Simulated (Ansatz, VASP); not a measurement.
# Two plane-wave programs on Si

The input INCAR:

```
PREC = Accurate
ENCUT = 520
EDIFF = 1E-6
ISMEAR = 0
SIGMA = 0.05
LREAL = False
LASPH = True
NELM = 60
ALGO = Normal
ISIF = 2
LWAVE = False
LCHARG = False
NBANDS = 11
```

File KPOINTS:

```
regular mesh
0
Gamma
  12 12 12
```

Contents of POSCAR:

```
Si
1.0
    0.0000000000      2.9945108257      2.5590069965
    2.5488790005      0.0000000000      2.5590069965
    2.5488790005      2.9945108257      0.0000000000
Si
2
Direct
    0.5000000000      0.5000000000      0.5000000000
    0.7500000000      0.7500000000      0.7500000000
```

Input for Ansatz:

```yaml
crystal:
  lattice:
    - [0.0, 2.9945108257, 2.5590069965]
    - [2.5488790005, 0.0, 2.5590069965]
    - [2.5488790005, 2.9945108257, 0.0]
  atoms:
    - { symbol: Si, position: [0.5, 0.5, 0.5] }
    - { symbol: Si, position: [0.75, 0.75, 0.75] }
basis:
  ecutwfc: 420
kpoints:
  mp_grid: { grid: [12, 12, 12] }
hamiltonian:
  xc: lda
  pseudopotentials: { kind: paw, azcp: { folder: soft_1 } }
scf:
  occupations: { method: gaussian, width: 0.05 }
output:
  forces: true
  stress: true
  eigenvalues: true
  write_density: true
  write_potential: true
  elf: true
  volumetric_format: npy
```

Change from the starting cell: strain +e along x and -e along y -0.0825, strain +e along z and -e/2 along x and y -0.0525.

Alike in both runs: task single point; functional LDA; k mesh 12 × 12 × 12; occupations gaussian, width 0.05 eV; no spin polarisation.

```csv
,VASP,Ansatz
version,VASP 6.6.1,Ansatz 0.2.0
potentials or method,"VASP PAW LDA potentials, release 64 (Si), cutoff 520 eV","scalar-relativistic, plane waves, PAW"
valence electrons in the cell,8,8
```

|  | VASP | Ansatz | Ansatz less VASP |
| --- | --- | --- | --- |
| gap on the k mesh at the Fermi level (eV) | none | none | - |
| pressure (GPa) | 0.0 | -0.1 | -0.05 |
| traceless stress, the component that is largest in VASP (GPa) | -12.40 | -12.40 | -0.004 |

Ansatz warns that its potentials were made for another functional, while VASP's fit it. LDA's correlation is that of Perdew and Zunger in VASP and of Perdew and Wang (1992) in Ansatz. A gap of «none» marks a metal or a gap that the smearing closes.
